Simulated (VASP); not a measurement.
Wanted: the native input for a VASP 6.6.1 run.

```yaml
Task: single point
Functional: LDA
Potentials_or_basis: VASP PAW LDA potentials, release 64 (Ni, O)
Cutoff: 520 eV
k_mesh: 11 × 11 × 11
Occupations: fermi-dirac, width 0.05 eV
Spin: collinear spin, ferromagnetic start
Starting_moments: "[1.0, 0.0] μB"
Dipole_correction: no
Further_INCAR_settings: ALGO = Normal; EDIFF = 1e-07; NBANDS = 19
```

The structure of NiO lies in POSCAR:

```
NiO
1.0
    0.0000000000      2.0859016414      2.0859016414
    2.0859016414      0.0000000000      2.0859016414
    2.0859016414      2.0859016414      0.0000000000
Ni O
1 1
Direct
    0.0000000000      0.0000000000      0.0000000000
    0.5000000000      0.5000000000      0.5000000000
```

The input as run:

INCAR

```
SYSTEM = NiO
  PREC = Accurate
  ENCUT = 520
  EDIFF = 1E-7
  ISMEAR = -1
  SIGMA = 0.05
  LREAL = .False.
  LASPH = .True.
  NELM = 150
  ALGO = Normal
  ISIF = 2
  LWAVE = .False.
  LCHARG = .False.
  ISPIN = 2
  MAGMOM = 1 0
  LORBIT = 11
  LMAXMIX = 4
  GGA = CA
  NBANDS = 19
```

KPOINTS

```
regular mesh
0
Gamma
  11 11 11
  0 0 0
```

Potentials or basis: VASP PAW LDA potentials, release 64 (Ni, O).

Run with:

```bash
$ cat potpaw_LDA.64/Ni/POTCAR potpaw_LDA.64/O/POTCAR > POTCAR
$ mpirun -np 1 vasp_std > vasp.out
```

It gave:

- Pressure: -19.6 GPa
- Net moment: 0.24 μB per cell
- Site moments: Ni +0.20; O +0.03 μB
- Valence electrons inside the program's atomic spheres: Ni 9.09; O 4.90

Wall time 88 s on 1 thread of AMD EPYC 7R13, on a shared host, peak memory 0.13 GiB.
